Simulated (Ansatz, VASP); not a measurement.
## Two plane-wave programs on GaN

Contents of POSCAR:

```
GaN
1.0
    0.0000000000      2.2750000000      2.2750000000
    2.2750000000      0.0000000000      2.2750000000
    2.2750000000      2.2750000000      0.0000000000
Ga N
1 1
Direct
    0.0076134101      0.0076134101      0.0076134101
    0.2500000000      0.2500000000      0.2500000000
```

INCAR.step1

```
PREC = Accurate
ENCUT = 520
EDIFF = 1E-5
ISMEAR = -1
SIGMA = 0.05
LREAL = F
LASPH = T
NELM = 100
ALGO = Normal
ISIF = 2
LWAVE = T
LCHARG = F
NBANDS = 16
GGA = PE
```

Contents of INCAR.step2:

```
PREC = Accurate
ENCUT = 520
EDIFF = 1E-6
ISMEAR = -1
SIGMA = 0.05
LREAL = F
LASPH = T
NELM = 100
ALGO = Normal
ISIF = 2
LWAVE = F
LCHARG = F
GGA = PE
LHFCALC = T
HFSCREEN = 0.2079
PRECFOCK = Normal
NBANDS = 16
ISTART = 1
```

Contents of KPOINTS:

```
Automatic mesh
0
Gamma
  4 4 4
```

Input for Ansatz:

```yaml
crystal:
  lattice:
    - [0.0, 2.275, 2.275]
    - [2.275, 0.0, 2.275]
    - [2.275, 2.275, 0.0]
  atoms:
    - { symbol: Ga, position: [0.0076134101, 0.0076134101, 0.0076134101] }
    - { symbol: "N", position: [0.25, 0.25, 0.25] }
kpoints:
  mp_grid: { grid: [4, 4, 4] }
hamiltonian:
  xc: hse06
  pseudopotentials: { kind: paw }
scf:
  occupations: { method: fermi_dirac, width: 0.05 }
output:
  forces: true
  stress: true
  eigenvalues: true
```

Alike in both runs: task single point; functional HSE06; k mesh 4 × 4 × 4; occupations fermi-dirac, width 0.05 eV; no spin polarisation.

```csv
,VASP,Ansatz
version,VASP 6.6.1,Ansatz 0.2.0 development build
potentials or method,"VASP PAW PBE potentials, release 64 (Ga_d, N)","plane waves, PAW datasets (generated soft set 1)"
plane-wave cutoff (eV),520,420
valence electrons in the cell,18,18
```

VASP gave:

| Property | Result |
| --- | --- |
| gap on the k mesh at the Fermi level (eV) | 2.72 |
| rms of the force components (eV/Å) | 0.461 |

Q: What did Ansatz give for the same quantities?

A: gap on the k mesh at the Fermi level (eV): 2.71; rms of the force components (eV/Å): 0.469.

Atom by atom the forces differ by 0.007 eV/Å (rms over components). With one functional, cell and mesh, what is left measures potentials, basis and numerics. Ansatz's warnings: stress exchange threshold loose, stress scf threshold loose.

The k mesh is coarse, so the values compare programs but aren't converged.
